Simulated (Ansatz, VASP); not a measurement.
## Two plane-wave programs on KF

```
CELL_PARAMETERS angstrom
3.69002 0.00000 0.00000
-1.84501 3.19565 0.00000
0.00000 0.00000 3.35633
ATOMIC_POSITIONS crystal
K 0.00000 0.00000 0.50000
F 0.66667 0.33333 0.00000
```

Change from the starting cell: species swapped into the GdTe type (P-6m2, No. 187).

Alike in both runs: task relaxation of cell and atoms; functional PBE; k mesh 6 × 6 × 8; occupations gaussian, width 0.02 eV; no spin polarisation.

|  | VASP | Ansatz |
| --- | --- | --- |
| version | VASP 6.6.1 | Ansatz 0.2.0 |
| potentials or method | VASP PAW PBE potentials, release 64 (K_sv, F), cutoff 600 eV | scalar-relativistic, plane waves, PAW |
| valence electrons in the cell | 16 | 16 |

VASP gave:

```
gap on the k mesh at the Fermi level, each at its own relaxed structure (eV) : 5.64
relaxed volume (Å³/atom)                                                     : 19.83
relaxed cell length with the largest relative difference (Å)                 : 3.361
```

Question: Estimate Ansatz's values.

Answer: gap on the k mesh at the Fermi level, each at its own relaxed structure (eV): 5.65; relaxed volume (Å³/atom): 19.85; relaxed cell length with the largest relative difference (Å): 3.363.
